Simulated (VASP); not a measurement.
Set up this calculation in VASP 6.6.1, as the native input.

* Task: single point
* Functional: LDA
* Potentials or basis: VASP PAW LDA potentials, release 64 (Y_sv, Tl_d)
* Cutoff: 520 eV
* k mesh: 9 × 9 × 9
* Occupations: fermi-dirac, width 0.1 eV
* Spin: no spin polarisation
* Dipole correction: no
* Further INCAR settings: ALGO = Normal; EDIFF = 1e-07; NBANDS = 19

The structure of YTl lies in POSCAR:

```
YTl
1.0
    3.6946131515      0.0000000000      0.0000000000
    0.0000000000      3.6946131515      0.0000000000
    0.0000000000      0.0000000000      3.6946131515
Y Tl
1 1
Direct
    0.5000000000      0.5000000000      0.5000000000
    0.0000000000      0.0000000000      0.0000000000
```

The input as run:

INCAR

```
ALGO = Normal
EDIFF = 1E-7
ENCUT = 520
GGA = CA
ISIF = 2
ISMEAR = -1
LASPH = True
LCHARG = False
LREAL = False
LWAVE = False
NBANDS = 19
NELM = 60
PREC = Accurate
SIGMA = 0.1
```

KPOINTS

```
k-points
0
Gamma
  9 9 9
```

Potentials or basis: VASP PAW LDA potentials, release 64 (Y_sv, Tl_d).

Command:

```bash
$ cat potpaw_LDA.64/Y_sv/POTCAR potpaw_LDA.64/Tl_d/POTCAR > POTCAR
$ mpirun -np 1 vasp_std > vasp.out
```

Results of the run:

* Pressure: 0.1 GPa
* Band gap on the k mesh: zero (bands 12 and 13 overlap by 2.00 eV)

Caveat: spin-orbit coupling is left out, which moves the levels of the heavy elements.

Wall time 12 s on 1 thread of Intel(R) Xeon(R) 6975P-C (Granite Rapids), on a shared host, peak memory 0.17 GiB.
